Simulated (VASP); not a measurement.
Set up this calculation in VASP 6.6.1, as the native input.

| Quantity | Value |
| --- | --- |
| Task | single point |
| Functional | RPBE |
| Potentials or basis | VASP PAW PBE potentials, release 64 (Os) |
| Cutoff | 520 eV |
| k mesh | 16 × 16 × 16 |
| Occupations | fermi-dirac, width 0.1 eV |
| Spin | no spin polarisation |
| Dipole correction | no |
| Further INCAR settings | ALGO = Normal; EDIFF = 1e-06; NBANDS = 10 |

The structure of Os lies in POSCAR:

```
Os
1.0
   -1.5310331560      1.5310331560      1.5310331560
    1.5310331560     -1.5310331560      1.5310331560
    1.5310331560      1.5310331560     -1.5310331560
Os
1
Direct
    0.0000000000      0.0000000000      0.0000000000
```

This isn't the form of Os at room conditions, which is hcp.

These files were run (other wordings do the same):

INCAR

```
SYSTEM = Os
  PREC = Accurate
  ENCUT = 520
  EDIFF = 1E-6
  ISMEAR = -1
  SIGMA = 0.1
  LREAL = .FALSE.
  LASPH = .TRUE.
  NELM = 80
  ALGO = Normal
  ISIF = 2
  LWAVE = .FALSE.
  LCHARG = .TRUE.
  GGA = RP
  LELF = .TRUE.
  LVHAR = .TRUE.
  NBANDS = 10
```

KPOINTS

```
regular mesh
0
G
  16 16 16
  0 0 0
```

Potentials or basis: VASP PAW PBE potentials, release 64 (Os).

Launch:

```console
$ cat potpaw_PBE.64/Os/POTCAR > POTCAR
$ mpirun -np 1 vasp_std > vasp.out
```

Results of the run:

* Pressure: 15.3 GPa
* Band gap on the k mesh: zero (bands 4 and 5 overlap by 4.49 eV)

Caveat: the cell stands under pressure; the PAW data sets were made with another functional, which shifts forces and pressure a little; spin-orbit coupling is left out, which moves the levels of the heavy elements.

Run time: 18 s on 1 thread of Intel Xeon 8259CL, with other jobs on the host, peak memory 0.14 GiB.
